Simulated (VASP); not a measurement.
# Ag: single point with r2SCAN

Crystal: Ag.

```xyz
3
Lattice="1.4730 0.8505 7.2046 -1.4730 0.8505 7.2046 0.0000 -1.7009 7.2046" Properties=species:S:1:pos:R:3 pbc="T T T"
Ag    0.0000    0.0000    0.0000
Ag    0.0000    0.0000   16.8596
Ag    0.0000    0.0000    4.8044
```

```yaml
Program: VASP 6.6.1
Task: single point
Functional: r2SCAN
Potentials_or_basis: VASP PAW PBE potentials, release 64 (Ag)
Cutoff: 550 eV
k_mesh: 2 × 2 × 2
Occupations: gaussian, width 0.1 eV
Spin: no spin polarisation
```

| Quantity | Value |
| --- | --- |
| Pressure | 3.4 GPa |
| Largest force | 0.450 eV/Å |
| Band gap on the k mesh | zero (an odd number of electrons rules out a gap without spin polarisation) |

Forces in eV/Å, atoms in the order of the input:
```
Ag   0.000  0.000  0.111
Ag   0.000  0.000 -0.450
Ag   0.000  0.000  0.339
```

Stress tensor (GPa, compression positive):
```
 7.44  0.00  0.00
 0.00  7.44  0.00
 0.00  0.00 -4.69
```

Levels at points of the mesh, in eV from the Fermi level:
```
           k point  band 14  band 15  band 16  band 17  band 18  band 19  band 20  band 21
(0.00, 0.00, 0.00)    -4.00    -3.92    -3.92    -3.74    -3.68     7.32     7.61    15.49
(0.50, 0.00, 0.00)    -3.60    -3.60    -0.51     0.80     0.92     4.38     4.59     5.76
(0.50, 0.50, 0.00)    -3.61    -3.57    -0.05     0.05     1.07     3.48     5.63     7.65
(0.50, 0.50, 0.50)    -4.29    -4.29    -3.77    -3.77    -0.70     3.00    13.61    14.07
```

Run time: 7.5 min on 1 thread of Intel Xeon 8259CL, on a shared host, peak memory 0.53 GiB.

Caveat: the k points lie up to 1.24 Å⁻¹ apart, too coarse for converged energies and pressures of a metal; the PAW data sets were made with another functional, which shifts forces and pressure a little.
